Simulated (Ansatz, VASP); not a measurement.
# Ga11As12 in VASP and in Ansatz

```
As Ga
1.0
     0.00000    8.61670    8.61670
     5.74447    0.00000    5.74447
     5.74447    5.74447    0.00000
As Ga
12 11
Direct
  0.25300 0.37347 0.37546
  0.25282 0.37311 0.87311
  0.22205 0.88956 0.38956
  0.25300 0.87546 0.87347
  0.58223 0.37738 0.37478
  0.58427 0.37455 0.87455
  0.58272 0.87433 0.37433
  0.58223 0.87478 0.87738
  0.92029 0.36527 0.37609
  0.91909 0.37362 0.87362
  0.91659 0.87654 0.37654
  0.92029 0.87609 0.86527
  0.00311 0.99742 0.99816
  0.00352 0.49849 0.99849
  0.00311 0.49816 0.49742
  0.32975 0.99587 0.01567
  0.32991 0.99567 0.49567
  0.33290 0.50053 0.00053
  0.32975 0.51567 0.49587
  0.67187 0.99738 0.99704
  0.66687 0.00034 0.50034
  0.66874 0.49928 0.99928
  0.67187 0.49704 0.49738
```

Alike in both runs: functional PBE; k mesh 2 × 2 × 2; occupations gaussian, width 0.05 eV; no spin polarisation.

Ansatz relaxed the structure, and its values are those at the end. VASP's run is a single point on that final structure, the one shown.

```csv
,VASP,Ansatz
version,VASP 6.6.1,Ansatz 0.2.0
potentials or method,"VASP PAW PBE potentials, release 64 (As, Ga_d), cutoff 400 eV","scalar-relativistic, plane waves, PAW"
valence electrons in the cell,203,323
```

|  | VASP | Ansatz | Ansatz less VASP |
| --- | --- | --- | --- |
| gap on the k mesh at the Fermi level (eV) | none | none | - |
| rms of the force components (eV/Å) | 0.006 | 0.006 | -0.0003 |

A gap of «none» marks a metal or a gap that the smearing closes. VASP's potentials hold 203 valence electrons a cell and Ansatz's 323, so a difference there can come from the potentials and not from the codes. Ansatz's warnings: stress scf threshold loose.

The k mesh is coarse, so the values compare programs but aren't converged.
